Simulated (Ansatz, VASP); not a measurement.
# Two plane-wave programs on Mn

The input INCAR:

```
SYSTEM = Mn
PREC = Accurate
ENCUT = 500
EDIFF = 1E-6
ISMEAR = -1
SIGMA = 0.05
LREAL = .False.
LASPH = .True.
NELM = 200
ALGO = Normal
ISIF = 2
LWAVE = .False.
LCHARG = .True.
ISPIN = 2
MAGMOM = 0.442 0.442 -0.393 -0.393
LORBIT = 11
LMAXMIX = 4
GGA = PE
LELF = .True.
LVHAR = .True.
NBANDS = 38
GGA_COMPAT = .False.
```

KPOINTS

```
Automatic mesh
0
Gamma
  19 19 5
  0 0 0
```

The input POSCAR:

```
Mn
1.0
    2.4857737871      0.0000000000      0.0000000000
   -1.2428868935      2.1527432477      0.0000000000
    0.0000000000      0.0000000000      8.0309848956
Mn
4
Direct
    1.0000000000      0.0000000000      0.0000000000
    1.0000000000      0.0000000000      0.5000000000
    0.3333333333      0.6666666667      0.2500000000
    0.6666666667      0.3333333333      0.7500000000
```

Input for Ansatz:

```yaml
crystal:
  lattice:
    - [2.4857737871, 0.0, 0.0]
    - [-1.2428868935, 2.1527432477, 0.0]
    - [0.0, 0.0, 8.0309848956]
  atoms:
    - { symbol: Mn, position: [1.0, 0.0, 0.0], spin: 0.442 }
    - { symbol: Mn, position: [1.0, 0.0, 0.5], spin: 0.442 }
    - { symbol: Mn, position: [0.3333333333, 0.6666666667, 0.25], spin: -0.393 }
    - { symbol: Mn, position: [0.6666666667, 0.3333333333, 0.75], spin: -0.393 }
hamiltonian:
  xc: pbe
  pseudopotentials:
    kind: paw
    azcp:
      Mn: "pseudopotentials/Mn.paw.azcp"
basis:
  ecutwfc: 420
  fft_grid_basis: typed
kpoints:
  mp_grid: { grid: [19, 19, 5], shift: [0, 0, 0] }
magnetization:
  spin_polarized: true
scf:
  occupations: { method: fermi_dirac, width: 0.05 }
```

Alike in both runs: task single point; functional PBE; k mesh 19 × 19 × 5; occupations fermi-dirac, width 0.05 eV; collinear spin.

|  | VASP | Ansatz |
| --- | --- | --- |
| version | VASP 6.6.1 | Ansatz 0.2.0 |
| potentials or method | VASP PAW PBE potentials, release 64 (Mn_pv), cutoff 500 eV | plane waves (420 eV) with PAW, scalar-relativistic |
| valence electrons in the cell | 52 | 60 |

```csv
,VASP,Ansatz,Ansatz less VASP
net moment per atom (μB),0.03,0.03,-0.002
size of the moment on the site where the two differ most (μB),0.49,0.42,-0.076
```

Site moments also hang on the region over which each program counts them. With one functional, cell and mesh, what is left measures potentials, basis and numerics. VASP's potentials hold 52 valence electrons a cell and Ansatz's 60, so a difference there can come from the potentials and not from the codes.
